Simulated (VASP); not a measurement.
# SiC (P6_3mc) in VASP: settings compared

The runs below take SiC through relaxation of cell and atoms, single point, with r2SCAN, PBE0.

Program: VASP 6.6.1. These are calculated values, not measurements. Logs are shortened: lines on timing, memory, paths and dates and some standing lists are left out, and cuts for length are marked.

## 1. The cell of the first run

Symmetry: P6_3mc, No. 186, hexagonal system. Conventional cell: a = 3.094 Å, b = 3.094 Å, c = 10.129 Å, α = 90.00°, β = 90.00°, γ = 120.00°. Within 2.5 Å of Si (site symmetry 3m) lie 4 C at 1.89 to 1.90 Å. Within 2.5 Å of Si (site symmetry 3m) lie 4 C at 1.90 Å. Within 2.5 Å of C (site symmetry 3m) lie 4 Si at 1.90 Å. C (site symmetry 3m) has 4 Si at 1.89 to 1.90 Å within 2.5 Å.

## 2. Relaxation of cell and atoms, r2SCAN

File POSCAR:

```
SiC
1.0
    3.0940311570      0.0000000000      0.0000000000
   -1.5470155785      2.6795095820      0.0000000000
    0.0000000000      0.0000000000     10.1290649855
Si C
4 4
Direct
    0.0000000000      0.0000000000     -0.0001500101
    0.3333333333      0.6666666667      0.2499054347
    0.0000000000      0.0000000000      0.4998499899
    0.6666666667      0.3333333333      0.7499054347
    0.0000000000      0.0000000000      0.1873051244
    0.3333333333      0.6666666667      0.4379394510
    0.0000000000      0.0000000000      0.6873051244
    0.6666666667      0.3333333333      0.9379394510
```

File INCAR.step1:

```
  ALGO = Normal
  EDIFF = 1E-4
  ENCUT = 600
  GGA = PE
  ISMEAR = -1
  LASPH = T
  LCHARG = F
  LREAL = F
  LWAVE = T
  NELM = 60
  PREC = Accurate
  SIGMA = 0.02
```

File INCAR.step2:

```
  ALGO = Normal
  EDIFF = 1E-7
  EDIFFG = -0.005
  ENCUT = 600
  IBRION = 2
  ISIF = 3
  ISMEAR = -1
  ISTART = 1
  LASPH = T
  LCHARG = F
  LMIXTAU = T
  LREAL = F
  LWAVE = F
  METAGGA = R2SCAN
  NELM = 60
  NSW = 80
  PREC = Accurate
  SIGMA = 0.02
```

File KPOINTS:

```
k-points
0
Gamma
  12 12 2
```

Potentials or basis: VASP PAW PBE potentials, release 64 (Si, C).

Command:

```console
> cat potpaw_PBE.64/Si/POTCAR potpaw_PBE.64/C/POTCAR > POTCAR
> cp INCAR.step1 INCAR
> mpirun -np 1 vasp_std > vasp.out
> cp INCAR.step2 INCAR
> mpirun -np 1 vasp_std > vasp.out
```

OUTCAR:

```text
EDIFF = 1E-7
   EDIFFG = -0.005
   ENCUT = 600
   IBRION = 2
   ISIF = 3
   ISMEAR = -1
   ISTART = 1
   LASPH = T
   LREAL = F
   METAGGA = R2SCAN
   NELM = 60
   NSW = 80
   PREC = Accurate

 ion  position               nearest neighbor table
   1  0.000  0.000  1.000-   8 1.89   8 1.89   8 1.89   5 1.90   4 3.10   4 3.10   4 3.10   2 3.10
                             2 3.10   2 3.10
   2  0.333  0.667  0.250-   5 1.90   5 1.90   5 1.90   6 1.90   3 3.10   3 3.10   3 3.10   1 3.10
                             1 3.10   1 3.10
   3  0.000  0.000  0.500-   6 1.89   6 1.89   6 1.89   7 1.90   2 3.10   2 3.10   2 3.10   4 3.10
                             4 3.10   4 3.10
   4  0.667  0.333  0.750-   7 1.90   7 1.90   7 1.90   8 1.90   1 3.10   1 3.10   1 3.10   3 3.10
                             3 3.10   3 3.10
   5  0.000  0.000  0.187-   2 1.90   2 1.90   2 1.90   1 1.90
   6  0.333  0.667  0.438-   3 1.89   3 1.89   3 1.89   2 1.90
   7  0.000  0.000  0.687-   4 1.90   4 1.90   4 1.90   3 1.90
   8  0.667  0.333  0.938-   1 1.89   1 1.89   1 1.89   4 1.90

  LATTYP: Found a hexagonal cell.
 ALAT       =     3.0940311570
 C/A-ratio  =     3.2737436928

  Lattice vectors:

 A1 = (   3.0940311570,   0.0000000000,   0.0000000000)
 A2 = (  -1.5470155785,   2.6795095820,   0.0000000000)
 A3 = (   0.0000000000,   0.0000000000,  10.1290649855)

Analysis of symmetry for initial positions (statically):
=====================================================================
 Subroutine PRICEL returns:
 Original cell was already a primitive cell.

 Routine SETGRP: Setting up the symmetry group for a
 hexagonal supercell.

 Subroutine GETGRP returns: Found 12 space group operations
 (whereof  6 operations were pure point group operations)
 out of a pool of 24 trial point group operations.

The static configuration has the point symmetry C_3v.
 The point group associated with its full space group is C_6v.

Analysis of symmetry for dynamics (positions and initial velocities):
=====================================================================
 Subroutine PRICEL returns:
 Original cell was already a primitive cell.

 Routine SETGRP: Setting up the symmetry group for a
 hexagonal supercell.

 Subroutine GETGRP returns: Found 12 space group operations
 (whereof  6 operations were pure point group operations)
 out of a pool of 24 trial point group operations.

The dynamic configuration has the point symmetry C_3v.
 The point group associated with its full space group is C_6v.

 Subroutine INISYM returns: Found 12 space group operations
 (whereof  6 operations are pure point group operations),
 and found     1 'primitive' translations

[... 114 lines left out ...]
   POTIM  = 0.5000    time-step for ionic-motion
   TEBEG  =    0.0;   TEEND  =   0.0 temperature during run
   PSTRESS=    0.0 pullay stress
   NELECT =      32.0000    total number of electrons
   NUPDOWN=      -1.0000    fix difference up-down
   EMIN   =  10.00;   EMAX   =-10.00  energy-range for DOS
   EFERMI =   0.00;   METHOD = LEGACY
   ISMEAR =    -1;   SIGMA  =   0.02  broadening in eV -4-tet -1-fermi 0-gaus
   EFERMI_NEDOS =   21; number of points for ismear=-14 and -15
   IALGO  =     38    algorithm
   IMIX   =      4    mixing-type and parameters
     AMIX     =   0.40;   BMIX     =  1.00
     AMIX_MAG =   1.60;   BMIX_MAG =  1.00
  volume/ion in A,a.u.               =      10.50        70.84
  Fermi-wavevector in a.u.,A,eV,Ry     =   1.186884  2.242886 19.166449  1.408694
  Thomas-Fermi vector in A             =   2.323047
   LORBIT       =      0    0 simple, 1 ext, 2 COOP (PROOUT), +10 PAW based schemes
   METAGGA = R2SCAN    functional components
   LHFCALC =     F    Hartree Fock is set to
   AEXX    =    0.0000 exact exchange contribution
   IVDW    =     0    specifies the selected vdW correction
   LEPSILON=     F    determine dielectric tensor
   LRPA    =     F    only Hartree local field effects (RPA)
 conjugate gradient relaxation of ions
 non-spin polarized calculation
  energy-cutoff  :      600.00
  volume of cell :       83.97
 maximum number of plane-waves:      2820
 NGX is ok and might be reduce to    28
   NGX = 13   NGY = 13   NGZ = 41

--------------------------------------- Ionic step        1  -------------------------------------------

 number of electron      32.0000001 magnetization

 Free energy of the ion-electron system (eV)
  ---------------------------------------------------
  ext. energy  EPLUGINS =         0.00000000
  ---------------------------------------------------
  free energy    TOTEN  =       -77.29971224 eV

  energy without entropy =      -77.29971224  energy(sigma->0) =      -77.29971224

------------------------ aborting loop because EDIFF is reached ----------------------------------------

  FORCE on cell =-STRESS in cart. coord.  units (eV):
  Direction    XX          YY          ZZ          XY          YZ          ZX
  --------------------------------------------------------------------------------------
  -------------------------------------------------------------------------------------
  Total       -2.0344442     -2.0344442     -1.9613583      0.0000000      0.0000000     -0.0000000
  in kB      -38.8156637    -38.8156637    -37.4212394      0.0000000      0.0000000     -0.0000000
  external PRESSURE =     -38.3508556 kB  Pullay stress =       0.0000000 kB
[... 197 lines left out ...]
--------------------------------------- Ionic step        6  -------------------------------------------

 number of electron      32.0000001 magnetization

 Free energy of the ion-electron system (eV)
  ---------------------------------------------------
  ext. energy  EPLUGINS =         0.00000000
  ---------------------------------------------------
  free energy    TOTEN  =       -77.31735105 eV

  energy without entropy =      -77.31735105  energy(sigma->0) =      -77.31735105

 E-fermi :   8.4699     XC(G=0): -11.9440

 val. band max:        8.0855851993   @ k =   0.0000   0.0000   0.0000
 cond. band min:      10.6964838247   @ k =   0.5000   0.0000   0.0000
 fundamental gap:      2.6108986254
 Fermi energy:         8.4699108581

 k-point     1 :       0.0000    0.0000    0.0000
  band No.  band energies     occupation
      1      -8.1979      2.00000
      2      -6.9788      2.00000
      3      -6.9402      2.00000
      4      -4.5622      2.00000
      5      -0.8288      2.00000
      6       3.5143      2.00000
[... 565 lines left out ...]
     20      13.4955      0.00000
     21      14.8849      0.00000

 [... further k-points ...]
[... 5 lines left out ...]
  --------------------------------------------------------------------------------------
  -------------------------------------------------------------------------------------
  Total       -0.0004696     -0.0004696      0.0033698      0.0000000      0.0000000      0.0000000
  in kB       -0.0091176     -0.0091176      0.0654247      0.0000000      0.0000000      0.0000000
  external PRESSURE =       0.0157298 kB  Pullay stress =       0.0000000 kB
[... 23 lines left out ...]
  FREE ENERGIE OF THE ION-ELECTRON SYSTEM (eV)
  ---------------------------------------------------
  free  energy   TOTEN  =       -77.3173510526 eV

  energy  without entropy=      -77.3173510526  energy(sigma->0) =      -77.31735105

 reached required accuracy - stopping structural energy minimisation
```

OUTCAR.step1:

```text
EDIFF = 1E-4
   ENCUT = 600
   GGA = PE
   ISMEAR = -1
   LASPH = T
[... 826 lines left out ...]
      0.00000      0.00000      1.89723         0.000000      0.000000     -0.002230
     -0.00000      1.78634      4.43592        -0.000000     -0.000000      0.002782
      0.00000      0.00000      6.96176        -0.000000      0.000000     -0.002230
      1.54702      0.89317      9.50045        -0.000000     -0.000000      0.002782
 -----------------------------------------------------------------------------------
    total drift:                               -0.000000     -0.000000      0.002540

  FREE ENERGIE OF THE ION-ELECTRON SYSTEM (eV)
  ---------------------------------------------------
  free  energy   TOTEN  =       -60.2539581044 eV

  energy  without entropy=      -60.2539581044  energy(sigma->0) =      -60.25395810
```

OSZICAR.step1:

```text
N       E                     dE             d eps       ncg     rms          rms(c)
DAV:   1     0.107700359324E+03    0.10770E+03   -0.16128E+04  1596   0.152E+03
DAV:   2    -0.590736091229E+02   -0.16677E+03   -0.15827E+03  2284   0.237E+02
DAV:   3    -0.673743249063E+02   -0.83007E+01   -0.82573E+01  1984   0.542E+01
DAV:   4    -0.675078711085E+02   -0.13355E+00   -0.13333E+00  1998   0.777E+00
DAV:   5    -0.675108260902E+02   -0.29550E-02   -0.29542E-02  1926   0.112E+00    0.173E+01
DAV:   6    -0.604593864989E+02    0.70514E+01   -0.24270E+01  1851   0.236E+01    0.763E+00
DAV:   7    -0.602836386292E+02    0.17575E+00   -0.16751E+00  2170   0.662E+00    0.334E+00
DAV:   8    -0.602545578028E+02    0.29081E-01   -0.97143E-02  1866   0.183E+00    0.854E-01
DAV:   9    -0.602533779374E+02    0.11799E-02   -0.12284E-02  1926   0.692E-01    0.165E-01
DAV:  10    -0.602539014836E+02   -0.52355E-03   -0.13309E-03  1916   0.208E-01    0.721E-02
DAV:  11    -0.602539581044E+02   -0.56621E-04   -0.17981E-04  1254   0.974E-02
   1 F= -.60253958E+02 E0= -.60253958E+02  d E =-.461495E-11
```

It took 55 min on 1 thread of Intel Xeon 8259CL, shared host; peak memory 0.31 GiB.

What came out:

- Free energy: -77.3174 eV
- Relaxed volume: 10.32 Å³/atom
- Relaxed cell: a = 3.076 Å, b = 3.076 Å, c = 10.071 Å, α = 90.00°, β = 90.00°, γ = 120.00°
- Space group after relaxing (to 0.1 Å): P6_3mc (No. 186)
- Energy gained by relaxing: 2.2 meV/atom
- Ionic steps: 6
- Pressure after relaxing: 0.0 GPa
- Band gap on the k mesh: 2.61 eV (least direct gap 3.79 eV)

The path:
```tsv
step	energy change (eV)	largest force (eV/Å)	pressure (GPa)	volume (Å³)
1	0.0000	0.0064	-3.84	83.97
2	0.0041	0.0218	4.52	80.96
3	-0.0176	0.0064	-0.01	82.53
4	-0.0176	0.0067	0.07	82.50
5	-0.0176	0.0058	-0.06	82.54
6	-0.0176	0.0005	0.00	82.52
```

Final structure:
```cif
data_structure
_symmetry_space_group_name_H-M 'P 1'
_symmetry_Int_Tables_number 1
_cell_length_a 3.0759
_cell_length_b 3.0759
_cell_length_c 10.0713
_cell_angle_alpha 90.000
_cell_angle_beta 90.000
_cell_angle_gamma 120.000
_cell_volume 82.52
loop_
_atom_site_label
_atom_site_type_symbol
_atom_site_fract_x
_atom_site_fract_y
_atom_site_fract_z
_atom_site_occupancy
Si1 Si 0.00000 0.00000 0.99986 1
Si2 Si 0.33333 0.66667 0.24991 1
Si3 Si 0.00000 0.00000 0.49986 1
Si4 Si 0.66667 0.33333 0.74991 1
C1 C 0.00000 0.00000 0.18728 1
C2 C 0.33333 0.66667 0.43795 1
C3 C 0.00000 0.00000 0.68728 1
C4 C 0.66667 0.33333 0.93795 1
```

Levels at points of the mesh, in eV from the valence-band top:
| k point | band 12 | band 13 | band 14 | band 15 | band 16 | band 17 | band 18 | band 19 | band 20 | band 21 |
| --- | --- | --- | --- | --- | --- | --- | --- | --- | --- | --- |
| (0.00, 0.00, 0.00) | -0.61 | -0.61 | -0.05 | 0.00 | 0.00 | 5.68 | 6.27 | 6.91 | 6.93 | 7.52 |
| (0.50, 0.00, 0.00) | -2.50 | -2.48 | -2.33 | -1.65 | -1.18 | 2.61 | 2.77 | 4.73 | 5.28 | 5.84 |
| (0.00, 0.00, 0.50) | -1.10 | -0.22 | -0.22 | -0.22 | -0.22 | 5.89 | 5.89 | 7.39 | 7.39 | 7.61 |
| (0.50, 0.00, 0.50) | -3.16 | -2.58 | -2.58 | -1.63 | -1.63 | 3.05 | 3.05 | 4.70 | 4.70 | 6.69 |

Caveat: the PAW data sets were made with another functional, which shifts forces and pressure a little.

## 3. Single point, PBE0

This run uses another cell than the first one, of 10.33 Å³/atom.

File POSCAR:

```
SiC
1.0
    3.0775550330      0.0000000000      0.0000000000
   -1.5387775165      2.6652408402      0.0000000000
    0.0000000000      0.0000000000     10.0767227861
Si C
4 4
Direct
    0.0000000000      0.0000000000     -0.0001405667
    0.3333333333      0.6666666667      0.2499083817
    0.0000000000      0.0000000000      0.4998594333
    0.6666666667      0.3333333333      0.7499083817
    0.0000000000      0.0000000000      0.1872833963
    0.3333333333      0.6666666667      0.4379487887
    0.0000000000      0.0000000000      0.6872833963
    0.6666666667      0.3333333333      0.9379487887
```

File INCAR.step1:

```
ALGO = Normal ; EDIFF = 1E-5
ENCUT = 520 ; GGA = PE
ISIF = 2 ; ISMEAR = 0
LASPH = True ; LCHARG = False
LREAL = False ; LWAVE = True
NBANDS = 26 ; NELM = 60
PREC = Accurate ; SIGMA = 0.01
```

File INCAR.step2:

```
AEXX = 0.25 ; ALGO = Normal
EDIFF = 1E-7 ; ENCUT = 520
GGA = PE ; ISIF = 2
ISMEAR = 0 ; ISTART = 1
LASPH = True ; LCHARG = False
LHFCALC = True ; LREAL = False
LWAVE = False ; NBANDS = 26
NELM = 60 ; PREC = Accurate
PRECFOCK = Fast ; SIGMA = 0.01
```

File KPOINTS:

```
k-points
0
Gamma
  6 6 2
```

Potentials or basis: VASP PAW PBE potentials, release 64 (Si, C).

Command:

```console
> cat potpaw_PBE.64/Si/POTCAR potpaw_PBE.64/C/POTCAR > POTCAR
> cp INCAR.step1 INCAR
> mpirun -np 1 vasp_std > vasp.out
> cp INCAR.step2 INCAR
> mpirun -np 1 vasp_std > vasp.out
```

Run time: 54 min. Hardware: 1 thread of Oxide Virtual Turin-like, shared host; peak memory 0.19 GiB.

The run converged. Its results:

```
Free energy            : -73.9184 eV
Pressure               : -1.7 GPa
Largest force          : 0.014 eV/Å
Band gap on the k mesh : 3.89 eV (least direct gap 5.13 eV)
```

Forces on the atoms (eV/Å):
```
Si   0.000  0.000 -0.014
Si   0.000  0.000 -0.006
Si   0.000  0.000 -0.014
Si   0.000  0.000 -0.006
C    0.000  0.000  0.012
C    0.000  0.000  0.008
C    0.000  0.000  0.012
C    0.000  0.000  0.008
```

Stress tensor (GPa, compression positive):
```
-1.62  0.00  0.00
 0.00 -1.62  0.00
 0.00  0.00 -1.92
```

Levels at points of the mesh, in eV from the valence-band top:
| k point | band 14 | band 15 | band 16 | band 17 | band 18 | band 19 |
| --- | --- | --- | --- | --- | --- | --- |
| (0.00, 0.00, 0.00) | -0.05 | 0.00 | 0.00 | 7.04 | 7.65 | 8.32 |
| (0.50, 0.00, 0.00) | -2.44 | -1.72 | -1.24 | 3.89 | 4.04 | 6.04 |
| (0.00, 0.00, 0.50) | -0.23 | -0.23 | -0.23 | 7.26 | 7.26 | 8.81 |
| (0.50, 0.00, 0.50) | -2.70 | -1.71 | -1.71 | 4.33 | 4.33 | 6.02 |

Caveat: the PAW data sets were made with another functional, which shifts forces and pressure a little. A k mesh can miss the band edges.
